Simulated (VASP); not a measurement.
# MgB2 (Fd-3m) in VASP: a series of runs

Runs on MgB2. Level: PBE. Tasks: single point.

Program: VASP 6.6.1. These are calculated values, not measurements. Logs are shortened: lines on timing, memory, paths and dates and some standing lists are left out, and cuts for length are marked.

### 1 The cell of the first run

It takes space group Fd-3m (No. 227, cubic). Conventional cell: a = 5.865 Å, b = 5.865 Å, c = 5.865 Å, α = 90.00°, β = 90.00°, γ = 90.00°. Within 3.2 Å of Mg (site symmetry -43m) lie 12 B at 2.43 Å and 4 Mg at 2.54 Å. B (site symmetry -3m) has 6 B at 2.07 Å and 6 Mg at 2.43 Å within 2.7 Å.

### 2 Single point, PBE

Contents of INCAR:

```
  ALGO = Normal
  EDIFF = 1E-6
  ENCUT = 600
  GGA = PE
  GGA_COMPAT = False
  ISIF = 2
  ISMEAR = -1
  LASPH = True
  LCHARG = True
  LELF = True
  LREAL = False
  LVHAR = True
  LWAVE = False
  NBANDS = 17
  NELM = 120
  PREC = Accurate
  SIGMA = 0.05
```

Contents of KPOINTS:

```
k-points
0
Gamma
  8 8 8
```

Contents of POSCAR:

```
MgB2
1.0
    0.0000000000      2.9325281585      2.9325281585
    2.9325281585      0.0000000000      2.9325281585
    2.9325281585      2.9325281585      0.0000000000
Mg B
2 4
Direct
    0.0000000000      0.0000000000      0.0000000000
    0.2500000000      0.2500000000      0.2500000000
    0.6250000000      0.1250000000      0.6250000000
    0.6250000000      0.6250000000      0.1250000000
    0.1250000000      0.6250000000      0.6250000000
    0.6250000000      0.6250000000      0.6250000000
```

Potentials or basis: VASP PAW PBE potentials, release 64 (Mg, B).

Command:

```
> cat potpaw_PBE.64/Mg/POTCAR potpaw_PBE.64/B/POTCAR > POTCAR
> mpirun -np 1 vasp_std > vasp.out
```

OUTCAR:

```text
EDIFF = 1E-6
   ENCUT = 600
   GGA = PE
   ISIF = 2
   ISMEAR = -1
   LASPH = True
   LREAL = False
   NELM = 120
   PREC = Accurate

 ion  position               nearest neighbor table
   1  0.000  0.000  0.000-   3 2.43   4 2.43   6 2.43   4 2.43   5 2.43   6 2.43   3 2.43   5 2.43
                             3 2.43   4 2.43   5 2.43   6 2.43   2 2.54   2 2.54   2 2.54   2 2.54
   2  0.250  0.250  0.250-   3 2.43   4 2.43   5 2.43   3 2.43   5 2.43   4 2.43   5 2.43   6 2.43
                             3 2.43   4 2.43   6 2.43   6 2.43   1 2.54   1 2.54   1 2.54   1 2.54
   3  0.625  0.125  0.625-   6 2.07   4 2.07   4 2.07   5 2.07   6 2.07   5 2.07   2 2.43   1 2.43
                             2 2.43   2 2.43   1 2.43   1 2.43
   4  0.625  0.625  0.125-   6 2.07   3 2.07   5 2.07   6 2.07   3 2.07   5 2.07   1 2.43   2 2.43
                             1 2.43   2 2.43   1 2.43   2 2.43
   5  0.125  0.625  0.625-   6 2.07   4 2.07   3 2.07   3 2.07   4 2.07   6 2.07   2 2.43   1 2.43
                             1 2.43   2 2.43   2 2.43   1 2.43
   6  0.625  0.625  0.625-   3 2.07   4 2.07   5 2.07   4 2.07   3 2.07   5 2.07   1 2.43   2 2.43
                             1 2.43   2 2.43   1 2.43   2 2.43

  LATTYP: Found a face centered cubic cell.
 ALAT       =     5.8650563170

  Lattice vectors:

 A1 = (   0.0000000000,   2.9325281585,   2.9325281585)
 A2 = (   2.9325281585,   0.0000000000,   2.9325281585)
 A3 = (   2.9325281585,   2.9325281585,   0.0000000000)

Analysis of symmetry for initial positions (statically):
=====================================================================
 Subroutine PRICEL returns:
 Original cell was already a primitive cell.

 Routine SETGRP: Setting up the symmetry group for a
 face centered cubic supercell.

 Subroutine GETGRP returns: Found 48 space group operations
 (whereof 24 operations were pure point group operations)
 out of a pool of 48 trial point group operations.

The static configuration has the point symmetry T_d .
 The point group associated with its full space group is O_h .

Analysis of symmetry for dynamics (positions and initial velocities):
=====================================================================
 Subroutine PRICEL returns:
 Original cell was already a primitive cell.

 Routine SETGRP: Setting up the symmetry group for a
 face centered cubic supercell.

 Subroutine GETGRP returns: Found 48 space group operations
 (whereof 24 operations were pure point group operations)
 out of a pool of 48 trial point group operations.

The dynamic configuration has the point symmetry T_d .
 The point group associated with its full space group is O_h .

 Subroutine INISYM returns: Found 48 space group operations
 (whereof 24 operations are pure point group operations),
 and found     1 'primitive' translations

----------------------------------------------------------------------------------------

                                     Primitive cell

  volume of cell :      50.4379

  direct lattice vectors                    reciprocal lattice vectors
     0.000000000  2.932528158  2.932528158    -0.170501347  0.170501347  0.170501347
     2.932528158  0.000000000  2.932528158     0.170501347 -0.170501347  0.170501347
     2.932528158  2.932528158  0.000000000     0.170501347  0.170501347 -0.170501347

  length of vectors
     4.147221094  4.147221094  4.147221094     0.295316995  0.295316995  0.295316995

  position of ions in fractional coordinates (direct lattice)
     0.000000000  0.000000000  0.000000000
     0.250000000  0.250000000  0.250000000
     0.625000000  0.125000000  0.625000000
     0.625000000  0.625000000  0.125000000
     0.125000000  0.625000000  0.625000000
     0.625000000  0.625000000  0.625000000

  ion indices of the primitive-cell ions
   primitive index   ion index
                 1           1
                 2           2
                 3           3
                 4           4
                 5           5
                 6           6

----------------------------------------------------------------------------------------

 KPOINTS: k-points

Automatic generation of k-mesh.
 Grid dimensions read from file:
 generate k-points for:    8    8    8

 Generating k-lattice:

  Cartesian coordinates                     Fractional coordinates (reciprocal lattice)
    -0.021312668  0.021312668  0.021312668     0.125000000  0.000000000  0.000000000
     0.021312668 -0.021312668  0.021312668     0.000000000  0.125000000  0.000000000
     0.021312668  0.021312668 -0.021312668     0.000000000  0.000000000  0.125000000

  Length of vectors
     0.036914624  0.036914624  0.036914624

  Shift w.r.t. Gamma in fractional coordinates (k-lattice)
     0.000000000  0.000000000  0.000000000

 Subroutine IBZKPT returns following result:
 ===========================================

 Found     29 irreducible k-points:

 Following reciprocal coordinates:
            Coordinates               Weight
  0.000000  0.000000  0.000000      1.000000
  0.125000  0.000000  0.000000      8.000000
  0.250000  0.000000  0.000000      8.000000
  0.375000  0.000000  0.000000      8.000000
  0.500000  0.000000  0.000000      4.000000
  0.125000  0.125000  0.000000      6.000000
[... 16 lines left out ...]
  0.500000  0.250000  0.125000     48.000000
 -0.375000  0.250000  0.125000     24.000000
 [... further k-points ...]
   k-points           NKPTS =     29   k-points in BZ     NKDIM =     29   number of bands    NBANDS=     17
   number of dos      NEDOS =    301   number of ions     NIONS =      6
   total plane-waves  NPLWV =  46656
   dimension x,y,z NGX =    36 NGY =   36 NGZ =   36
   dimension x,y,z NGXF=    72 NGYF=   72 NGZF=   72
   ions per type =               2   4
   NGX,Y,Z   is equivalent  to a cutoff of  14.43, 14.43, 14.43 a.u.
   NGXF,Y,Z  is equivalent  to a cutoff of  28.86, 28.86, 28.86 a.u.
 SYSTEM =  unknown system
   PREC   = accura    normal or accurate (medium, high low for compatibility)
   ISTART =      0    job   : 0-new  1-cont  2-samecut
   ICHARG =      2    charge: 1-file 2-atom 10-const
   ISPIN  =      1    spin polarized calculation?
   LNONCOLLINEAR =      F non collinear calculations
   LSORBIT =      F    spin-orbit coupling
   LASPH  =      T    aspherical Exc in radial PAW
   ENCUT  =  600.0 eV  44.10 Ry    6.64 a.u.   8.28  8.28  8.28*2*pi/ulx,y,z
   NELM   =    120;   NELMIN=  2; NELMDL= -5     # of ELM steps
   EDIFF  = 0.1E-05   stopping-criterion for ELM
   LREAL  =      F    real-space projection
   EDIFFG = 0.1E-04   stopping-criterion for IOM
   NSW    =      0    number of steps for IOM
   IBRION =     -1    ionic relax: 0-MD 1-quasi-New 2-CG
   NFREE  =      0    steps in history (QN), initial steepest desc. (CG)
   ISIF   =      2    stress and relaxation
   ISYM   =      2    0-nonsym 1-usesym 2-fastsym
   POTIM  = 0.5000    time-step for ionic-motion
   TEBEG  =    0.0;   TEEND  =   0.0 temperature during run
   PSTRESS=    0.0 pullay stress
   NELECT =      16.0000    total number of electrons
   NUPDOWN=      -1.0000    fix difference up-down
   EMIN   =  10.00;   EMAX   =-10.00  energy-range for DOS
   EFERMI =   0.00;   METHOD = LEGACY
   ISMEAR =    -1;   SIGMA  =   0.05  broadening in eV -4-tet -1-fermi 0-gaus
   EFERMI_NEDOS =   21; number of points for ismear=-14 and -15
   IALGO  =     38    algorithm
   IMIX   =      4    mixing-type and parameters
     AMIX     =   0.40;   BMIX     =  1.00
     AMIX_MAG =   1.60;   BMIX_MAG =  1.00
  volume/ion in A,a.u.               =       8.41        56.73
  Fermi-wavevector in a.u.,A,eV,Ry     =   1.116510  2.109898 16.960950  1.246595
  Thomas-Fermi vector in A             =   2.253125
   LORBIT       =      0    0 simple, 1 ext, 2 COOP (PROOUT), +10 PAW based schemes
   GGA     = PE    functional components
   LHFCALC =     F    Hartree Fock is set to
   AEXX    =    0.0000 exact exchange contribution
   IVDW    =     0    specifies the selected vdW correction
   LEPSILON=     F    determine dielectric tensor
   LRPA    =     F    only Hartree local field effects (RPA)
 non-spin polarized calculation
  energy-cutoff  :      600.00
  volume of cell :       50.44
 maximum number of plane-waves:      1705
 NGX is ok and might be reduce to    36
   NGX = 17   NGY = 17   NGZ = 17

 number of electron      16.0000000 magnetization

 Free energy of the ion-electron system (eV)
  ---------------------------------------------------
  ext. energy  EPLUGINS =         0.00000000
  ---------------------------------------------------
  free energy    TOTEN  =       -25.23585105 eV

  energy without entropy =      -25.22214175  energy(sigma->0) =      -25.22899640

 E-fermi :   7.6224     XC(G=0): -11.6814

 val. band max:        7.6090589176   @ k =  -0.3750   0.5000   0.1250
 cond. band min:       7.6687876675   @ k =   0.5000   0.1250   0.0000
 fundamental gap:      0.0597287500
 Fermi energy:         7.6223638773

 k-point     1 :       0.0000    0.0000    0.0000
  band No.  band energies     occupation
      1      -7.0063      2.00000
      2       0.3483      2.00000
      3       2.7189      2.00000
      4       2.7189      2.00000
      5       2.7189      2.00000
      6       5.1498      2.00000
[... 9 lines left out ...]
     16      17.2155      0.00000
     17      17.2155      0.00000

 k-point     2 :       0.1250    0.0000    0.0000
  band No.  band energies     occupation
      1      -6.8437      2.00000
      2      -0.0302      2.00000
      3       1.9059      2.00000
      4       2.6392      2.00000
      5       2.6392      2.00000
      6       4.8701      2.00000
[... 9 lines left out ...]
     16      16.5313      0.00000
     17      17.2564      0.00000
[... 421 lines left out ...]
 k-point    24 :      -0.3750    0.2500    0.1250
  band No.  band energies     occupation
      1      -4.6724      2.00000
      2      -3.2449      2.00000
      3      -0.6604      2.00000
      4       0.9184      2.00000
      5       2.8999      2.00000
      6       4.2419      2.00000
[... 9 lines left out ...]
     16      16.3322      0.00000
     17      16.5613      0.00000

 [... further k-points ...]

------------------------ aborting loop because EDIFF is reached ----------------------------------------

  FORCE on cell =-STRESS in cart. coord.  units (eV):
  Direction    XX          YY          ZZ          XY          YZ          ZX
  --------------------------------------------------------------------------------------
  -------------------------------------------------------------------------------------
  Total        3.2152693      3.2152693      3.2152693      0.0000000     -0.0000000     -0.0000000
  in kB      102.1342406    102.1342406    102.1342406      0.0000000     -0.0000000     -0.0000000
  external PRESSURE =     102.1342406 kB  Pullay stress =       0.0000000 kB

 VOLUME and BASIS-vectors are now :
 -----------------------------------------------------------------------------
  energy-cutoff  :      600.00
  volume of cell :       50.44
      direct lattice vectors                 reciprocal lattice vectors
     0.000000000  2.932528158  2.932528158    -0.170501347  0.170501347  0.170501347
     2.932528158  0.000000000  2.932528158     0.170501347 -0.170501347  0.170501347
     2.932528158  2.932528158  0.000000000     0.170501347  0.170501347 -0.170501347

 POSITION                                       TOTAL-FORCE (eV/Angst)
 -----------------------------------------------------------------------------------
      0.00000      0.00000      0.00000         0.000000      0.000000      0.000000
      1.46626      1.46626      1.46626        -0.000000     -0.000000     -0.000000
      2.19940      3.66566      2.19940         0.000000     -0.000000      0.000000
      2.19940      2.19940      3.66566         0.000000     -0.000000      0.000000
      3.66566      2.19940      2.19940         0.000000     -0.000000      0.000000
      3.66566      3.66566      3.66566         0.000000     -0.000000      0.000000
 -----------------------------------------------------------------------------------
    total drift:                                0.000000      0.000000      0.000000

  FREE ENERGIE OF THE ION-ELECTRON SYSTEM (eV)
  ---------------------------------------------------
  free  energy   TOTEN  =       -25.2358510511 eV

  energy  without entropy=      -25.2221417509  energy(sigma->0) =      -25.22899640
```

Run time: 56 s. Hardware: 1 thread of Intel Xeon 8259CL, shared host; peak memory 0.21 GiB.

Results:

- Free energy: -25.2359 eV
- Pressure: 10.2 GPa
- Band gap on the k mesh: zero (band 8 reaches 9.44 eV, above the bottom of band 9 at 5.55 eV)

### 3 Single point, PBE

This run uses another cell than the first one, of 8.59 Å³/atom, 1.021 times its volume.

Contents of INCAR:

```
SYSTEM = MgB2
ALGO = Normal
EDIFF = 1E-6
ENCUT = 600
GGA = PE
GGA_COMPAT = .False.
ISIF = 2
ISMEAR = -1
LASPH = .True.
LCHARG = .False.
LREAL = .False.
LWAVE = .False.
NBANDS = 17
NELM = 120
PREC = Accurate
SIGMA = 0.05
```

Contents of KPOINTS:

```
k-points
0
Gamma
  8 8 8
  0 0 0
```

Changes to POSCAR since step 2:

```diff
@@ -2,5 +2,5 @@
 1.0
-    0.0000000000      2.9325281585      2.9325281585
-    2.9325281585      0.0000000000      2.9325281585
-    2.9325281585      2.9325281585      0.0000000000
+    0.0000000000      2.9531804457      2.9531804457
+    2.9531804457      0.0000000000      2.9531804457
+    2.9531804457      2.9531804457      0.0000000000
 Mg B
```

Potentials or basis: VASP PAW PBE potentials, release 64 (Mg, B).

Command:

```
> cat potpaw_PBE.64/Mg/POTCAR potpaw_PBE.64/B/POTCAR > POTCAR
> mpirun -np 1 vasp_std > vasp.out
```

It took 59 s on 1 thread of Intel Xeon 8259CL, shared host; peak memory 0.21 GiB.

Results (log left out):

```
Free energy            : -25.2920 eV
Pressure               : 6.5 GPa
Band gap on the k mesh : zero (band 8 reaches 9.23 eV, above the bottom of band 9 at 5.41 eV)
```

Levels at points of the mesh, in eV from the Fermi level:
| k point | band 5 | band 6 | band 7 | band 8 | band 9 | band 10 | band 11 | band 12 |
| --- | --- | --- | --- | --- | --- | --- | --- | --- |
| (0.00, 0.00, 0.00) | -4.81 | -2.49 | -2.49 | -2.49 | -2.01 | -2.01 | 1.65 | 4.25 |
| (0.50, 0.00, 0.00) | -4.94 | -4.22 | -4.22 | 1.42 | 1.42 | 1.53 | 3.74 | 3.97 |
| (0.50, 0.50, 0.00) | -6.15 | -6.15 | 1.81 | 1.81 | 2.22 | 2.22 | 3.53 | 3.53 |

### 4 Single point, PBE

This run uses another cell than the first one, of 8.76 Å³/atom, 1.043 times its volume.

Contents of INCAR:

```
SYSTEM = MgB2
  PREC = Accurate
  ENCUT = 600
  EDIFF = 1E-6
  ISMEAR = -1
  SIGMA = 0.05
  LREAL = .False.
  LASPH = .True.
  NELM = 120
  ALGO = Normal
  ISIF = 2
  LWAVE = .False.
  LCHARG = .False.
  GGA = PE
  NBANDS = 17
  GGA_COMPAT = .False.
```

Contents of KPOINTS:

```
Automatic mesh
0
Gamma
  8 8 8
  0 0 0
```

Changes to POSCAR since step 3:

```diff
@@ -2,5 +2,5 @@
 1.0
-    0.0000000000      2.9531804457      2.9531804457
-    2.9531804457      0.0000000000      2.9531804457
-    2.9531804457      2.9531804457      0.0000000000
+    0.0000000000      2.9735478510      2.9735478510
+    2.9735478510      0.0000000000      2.9735478510
+    2.9735478510      2.9735478510      0.0000000000
 Mg B
```

Command:

```
> cat potpaw_PBE.64/Mg/POTCAR potpaw_PBE.64/B/POTCAR > POTCAR
> mpirun -np 1 vasp_std > vasp.out
```

It took 58 s on 1 thread of Intel Xeon 8259CL, shared host; peak memory 0.21 GiB.

It converged, with:

```yaml
Free_energy: -25.3244 eV
Pressure: 3.1 GPa
Band_gap_on_the_k_mesh: zero (band 8 reaches 9.03 eV, above the bottom of band 9 at 5.27 eV)
```

Levels at points of the mesh, in eV from the Fermi level:
```tsv
k point	band 6	band 7	band 8	band 9	band 10	band 11
(0.00, 0.00, 0.00)	-2.51	-2.51	-2.51	-1.95	-1.95	1.58
(0.50, 0.00, 0.00)	-4.14	-4.14	1.42	1.42	1.51	3.69
(0.50, 0.50, 0.00)	-6.05	1.82	1.82	2.21	2.21	3.48
```

[end of part 1 of 3]
